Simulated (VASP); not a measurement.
# MnO2 (P4_2/mnm) in VASP: single point with PBEsol

Aim: the single point of MnO2 with PBEsol.

Program: VASP 6.6.1. These are calculated values, not measurements. Logs are shortened: lines on timing, memory, paths and dates and some standing lists are left out, and cuts for length are marked.

### Step 1. The cell of the first run

It takes space group P4_2/mnm (No. 136, tetragonal). The conventional cell has a = 4.208 Å, b = 4.208 Å, c = 2.728 Å, α = 90.00°, β = 90.00°, γ = 90.00°. Within 2.4 Å of Mn (site symmetry mmm) lie 6 O at 1.79 to 1.80 Å. Within 2.4 Å of O (site symmetry m2m) lie 3 Mn at 1.79 to 1.80 Å and 1 O at 2.36 Å.

### Step 2. Single point, PBEsol, collinear spin, ferromagnetic start (8.05 Å³/atom)

INCAR

```
  ALGO = Normal
  EDIFF = 1E-7
  ENCUT = 520
  GGA = PS
  ISIF = 2
  ISMEAR = 0
  ISPIN = 2
  LASPH = True
  LCHARG = False
  LMAXMIX = 4
  LORBIT = 11
  LREAL = False
  LWAVE = False
  MAGMOM = 2.57 2.57 0.12 0.12 0.12 0.12
  NBANDS = 38
  NELM = 150
  PREC = Accurate
  SIGMA = 0.1
```

KPOINTS

```
k-points
0
Gamma
  8 8 12
```

POSCAR

```
MnO2
1.0
    4.2082757852      0.0000000000      0.0000000000
    0.0000000000      4.2082757852      0.0000000000
    0.0000000000      0.0000000000      2.7280975299
Mn O
2 4
Direct
    0.0000000000      0.0000000000      0.0000000000
    0.5000000000      0.5000000000      0.5000000000
    0.3015367238      0.3015367238      0.0000000000
    0.1984632762      0.8015367238      0.5000000000
    0.6984632762      0.6984632762      0.0000000000
    0.8015367238      0.1984632762      0.5000000000
```

Potentials or basis: VASP PAW PBE potentials, release 64 (Mn_pv, O).

Command:

```sh
$ cat potpaw_PBE.64/Mn_pv/POTCAR potpaw_PBE.64/O/POTCAR > POTCAR
$ mpirun -np 1 vasp_std > vasp.out
```

OUTCAR:

```text
EDIFF = 1E-7
   ENCUT = 520
   GGA = PS
   ISIF = 2
   ISMEAR = 0
   ISPIN = 2
   LASPH = True
   LORBIT = 11
   LREAL = False
   NELM = 150
   PREC = Accurate

 ion  position               nearest neighbor table
   1  0.000  0.000  0.000-   3 1.79   5 1.79   4 1.80   6 1.80   4 1.80   6 1.80
   2  0.500  0.500  0.500-   4 1.79   6 1.79   5 1.80   3 1.80   3 1.80   5 1.80
   3  0.302  0.302  0.000-   1 1.79   2 1.80   2 1.80
   4  0.198  0.802  0.500-   2 1.79   1 1.80   1 1.80
   5  0.698  0.698  0.000-   1 1.79   2 1.80   2 1.80
   6  0.802  0.198  0.500-   2 1.79   1 1.80   1 1.80

  LATTYP: Found a simple tetragonal cell.
 ALAT       =     4.2082757852
 C/A-ratio  =     0.6482696641

  Lattice vectors:

 A1 = (   4.2082757852,   0.0000000000,   0.0000000000)
 A2 = (   0.0000000000,   4.2082757852,   0.0000000000)
 A3 = (   0.0000000000,   0.0000000000,   2.7280975299)

Analysis of symmetry for initial positions (statically):
=====================================================================
 Subroutine PRICEL returns:
 Original cell was already a primitive cell.

 Routine SETGRP: Setting up the symmetry group for a
 simple tetragonal supercell.

 Subroutine GETGRP returns: Found 16 space group operations
 (whereof  8 operations were pure point group operations)
 out of a pool of 16 trial point group operations.

The static configuration has the point symmetry D_2h.
 The point group associated with its full space group is D_4h.

Analysis of symmetry for dynamics (positions and initial velocities):
=====================================================================
 Subroutine PRICEL returns:
 Original cell was already a primitive cell.

 Routine SETGRP: Setting up the symmetry group for a
 simple tetragonal supercell.

 Subroutine GETGRP returns: Found 16 space group operations
 (whereof  8 operations were pure point group operations)
 out of a pool of 16 trial point group operations.

The dynamic configuration has the point symmetry D_2h.
 The point group associated with its full space group is D_4h.

Analysis of structural, dynamic, and magnetic symmetry:
=====================================================================
 Subroutine PRICEL returns:
 Original cell was already a primitive cell.

 Routine SETGRP: Setting up the symmetry group for a
 simple tetragonal supercell.

 Subroutine GETGRP returns: Found 16 space group operations
 (whereof  8 operations were pure point group operations)
 out of a pool of 16 trial point group operations.

The overall configuration has the point symmetry D_2h.
 The point group associated with its full space group is D_4h.

 Subroutine INISYM returns: Found 16 space group operations
 (whereof  8 operations are pure point group operations),
 and found     1 'primitive' translations

----------------------------------------------------------------------------------------

                                     Primitive cell

  volume of cell :      48.3135

  direct lattice vectors                    reciprocal lattice vectors
     4.208275785  0.000000000  0.000000000     0.237627012  0.000000000  0.000000000
     0.000000000  4.208275785  0.000000000     0.000000000  0.237627012  0.000000000
     0.000000000  0.000000000  2.728097530     0.000000000  0.000000000  0.366555810

  length of vectors
     4.208275785  4.208275785  2.728097530     0.237627012  0.237627012  0.366555810

  position of ions in fractional coordinates (direct lattice)
     0.000000000  0.000000000  0.000000000
     0.500000000  0.500000000  0.500000000
     0.301536724  0.301536724  0.000000000
     0.198463276  0.801536724  0.500000000
     0.698463276  0.698463276  0.000000000
     0.801536724  0.198463276  0.500000000

  ion indices of the primitive-cell ions
   primitive index   ion index
                 1           1
                 2           2
                 3           3
                 4           4
                 5           5
                 6           6

----------------------------------------------------------------------------------------

 KPOINTS: k-points

[... 47 lines left out ...]
  0.500000  0.125000  0.083333      8.000000
 [... further k-points ...]
   k-points           NKPTS =    105   k-points in BZ     NKDIM =    105   number of bands    NBANDS=     38
   number of dos      NEDOS =    301   number of ions     NIONS =      6
   total plane-waves  NPLWV =  20480
   dimension x,y,z NGX =    32 NGY =   32 NGZ =   20
   dimension x,y,z NGXF=    64 NGYF=   64 NGZF=   40
   ions per type =               2   4
   NGX,Y,Z   is equivalent  to a cutoff of  12.64, 12.64, 12.19 a.u.
   NGXF,Y,Z  is equivalent  to a cutoff of  25.28, 25.28, 24.38 a.u.
 SYSTEM =  unknown system
   PREC   = accura    normal or accurate (medium, high low for compatibility)
   ISTART =      0    job   : 0-new  1-cont  2-samecut
   ICHARG =      2    charge: 1-file 2-atom 10-const
   ISPIN  =      2    spin polarized calculation?
   LNONCOLLINEAR =      F non collinear calculations
   LSORBIT =      F    spin-orbit coupling
   LASPH  =      T    aspherical Exc in radial PAW
   ENCUT  =  520.0 eV  38.22 Ry    6.18 a.u.   7.82  7.82  5.07*2*pi/ulx,y,z
   NELM   =    150;   NELMIN=  2; NELMDL= -5     # of ELM steps
   EDIFF  = 0.1E-06   stopping-criterion for ELM
   LREAL  =      F    real-space projection
   EDIFFG = 0.1E-05   stopping-criterion for IOM
   NSW    =      0    number of steps for IOM
   IBRION =     -1    ionic relax: 0-MD 1-quasi-New 2-CG
   NFREE  =      0    steps in history (QN), initial steepest desc. (CG)
   ISIF   =      2    stress and relaxation
   ISYM   =      2    0-nonsym 1-usesym 2-fastsym
   POTIM  = 0.5000    time-step for ionic-motion
   TEBEG  =    0.0;   TEEND  =   0.0 temperature during run
   PSTRESS=    0.0 pullay stress
   NELECT =      50.0000    total number of electrons
   NUPDOWN=      -1.0000    fix difference up-down
   EMIN   =  10.00;   EMAX   =-10.00  energy-range for DOS
   EFERMI =   0.00;   METHOD = LEGACY
   ISMEAR =     0;   SIGMA  =   0.10  broadening in eV -4-tet -1-fermi 0-gaus
   EFERMI_NEDOS =   21; number of points for ismear=-14 and -15
   IALGO  =     38    algorithm
   IMIX   =      4    mixing-type and parameters
     AMIX     =   0.40;   BMIX     =  1.00
     AMIX_MAG =   1.60;   BMIX_MAG =  1.00
  volume/ion in A,a.u.               =       8.05        54.34
  Fermi-wavevector in a.u.,A,eV,Ry     =   1.655930  3.129255 37.308609  2.742105
  Thomas-Fermi vector in A             =   2.743942
   LORBIT       =     11    0 simple, 1 ext, 2 COOP (PROOUT), +10 PAW based schemes
   GGA     = PS    functional components
   LHFCALC =     F    Hartree Fock is set to
   AEXX    =    0.0000 exact exchange contribution
   IVDW    =     0    specifies the selected vdW correction
   LEPSILON=     F    determine dielectric tensor
   LRPA    =     F    only Hartree local field effects (RPA)
 spin polarized calculation
 Gauss-broadening in eV      SIGMA  =   0.10
  energy-cutoff  :      520.00
  volume of cell :       48.31
 maximum number of plane-waves:      1322
 NGX is ok and might be reduce to    32
   NGX = 15   NGY = 15   NGZ = 11

 number of electron      49.9999990 magnetization       4.4419016

 Free energy of the ion-electron system (eV)
  ---------------------------------------------------
  ext. energy  EPLUGINS =         0.00000000
  ---------------------------------------------------
  free energy    TOTEN  =       -49.54896227 eV

  energy without entropy =      -49.52576576  energy(sigma->0) =      -49.53736402

 E-fermi :   7.3985     XC(G=0): -13.1542

 val. band max:        7.3936779587   @ k =   0.3750   0.3750   0.1667
 cond. band min:       7.3998512263   @ k =   0.2500   0.0000   0.2500
 fundamental gap:      0.0061732677
 Fermi energy:         7.3984999260

 spin component 1

 k-point     1 :       0.0000    0.0000    0.0000
  band No.  band energies     occupation
      1     -43.0107      1.00000
      2     -42.9949      1.00000
      3     -42.8511      1.00000
      4     -42.8510      1.00000
      5     -42.7962      1.00000
      6     -42.7962      1.00000
[... 949 lines left out ...]
     36      20.8672      0.00000
     37      23.1831      0.00000

 [... further k-points ...]

 spin component 2

 k-point     1 :       0.0000    0.0000    0.0000
  band No.  band energies     occupation
      1     -40.8179      1.00000
      2     -40.8179      1.00000
      3     -40.7325      1.00000
      4     -40.7325      1.00000
      5     -40.6798      1.00000
      6     -40.6612      1.00000
[... 949 lines left out ...]
     36      21.3180      0.00000
     37      23.5102      0.00000

 [... further k-points ...]

 [bands above 37 left out]

------------------------ aborting loop because EDIFF is reached ----------------------------------------

  FORCE on cell =-STRESS in cart. coord.  units (eV):
  Direction    XX          YY          ZZ          XY          YZ          ZX
  --------------------------------------------------------------------------------------
  -------------------------------------------------------------------------------------
  Total       11.1573576     11.1573576     11.2032874      0.0000000      0.0000000      0.0000000
  in kB      370.0016464    370.0016464    371.5247756      0.0000000      0.0000000      0.0000000
  external PRESSURE =     370.5093561 kB  Pullay stress =       0.0000000 kB

 VOLUME and BASIS-vectors are now :
 -----------------------------------------------------------------------------
  energy-cutoff  :      520.00
  volume of cell :       48.31
      direct lattice vectors                 reciprocal lattice vectors
     4.208275785  0.000000000  0.000000000     0.237627012  0.000000000  0.000000000
     0.000000000  4.208275785  0.000000000     0.000000000  0.237627012  0.000000000
     0.000000000  0.000000000  2.728097530     0.000000000  0.000000000  0.366555810

 POSITION                                       TOTAL-FORCE (eV/Angst)
 -----------------------------------------------------------------------------------
      0.00000      0.00000      0.00000         0.000000      0.000000      0.000000
      2.10414      2.10414      1.36405         0.000000      0.000000      0.000000
      1.26895      1.26895      0.00000        -0.057530     -0.057530      0.000000
      0.83519      3.37309      1.36405         0.057530     -0.057530      0.000000
      2.93933      2.93933      0.00000         0.057530      0.057530     -0.000000
      3.37309      0.83519      1.36405        -0.057530      0.057530      0.000000
 -----------------------------------------------------------------------------------
    total drift:                                0.000000     -0.000000     -0.000000

  FREE ENERGIE OF THE ION-ELECTRON SYSTEM (eV)
  ---------------------------------------------------
  free  energy   TOTEN  =       -49.5489622730 eV

  energy  without entropy=      -49.5257657573  energy(sigma->0) =      -49.53736402

 total charge

# of ion       s       p       d       tot
------------------------------------------
    1        0.425   6.622   5.148  12.195
    2        0.425   6.622   5.148  12.195
    3        1.571   3.513   0.000   5.085
    4        1.571   3.513   0.000   5.085
    5        1.571   3.513   0.000   5.085
    6        1.571   3.513   0.000   5.085
--------------------------------------------------
tot          7.135  27.296  10.297  44.728

 magnetization (x)

# of ion       s       p       d       tot
------------------------------------------
    1        0.014   0.031   1.935   1.980
    2        0.014   0.031   1.935   1.980
    3        0.000   0.084   0.000   0.084
    4        0.000   0.084   0.000   0.084
    5        0.000   0.084   0.000   0.084
    6        0.000   0.084   0.000   0.084
--------------------------------------------------
tot          0.031   0.396   3.870   4.297
```

Run time: 15 min. Hardware: 1 thread of Intel Xeon 8259CL, shared host; peak memory 0.33 GiB.

What came out:

* Free energy: -49.5490 eV
* Pressure: 37.1 GPa
* Largest force: 0.081 eV/Å
* Net moment: 4.44 μB per cell
* Site moments: Mn +1.98; O +0.08 μB
* Valence electrons inside the program's atomic spheres: Mn 12.20; O 5.08

Forces in eV/Å, atoms in the order of the input:
```
Mn   0.000  0.000  0.000
Mn   0.000  0.000  0.000
O   -0.058 -0.058  0.000
O    0.058 -0.058  0.000
O    0.058  0.058  0.000
O   -0.058  0.058  0.000
```

Caveat: the cell stands under pressure; the PAW data sets were made with another functional, which shifts forces and pressure a little; semilocal functionals often make such compounds metallic where correlation or magnetic order opens a gap, which also shifts bond lengths; the run started ferromagnetic, and an antiferromagnetic order may lie lower in energy. With open d or f shells a metallic result of PBEsol can be an artefact of self-interaction; +U or a hybrid may open a gap.
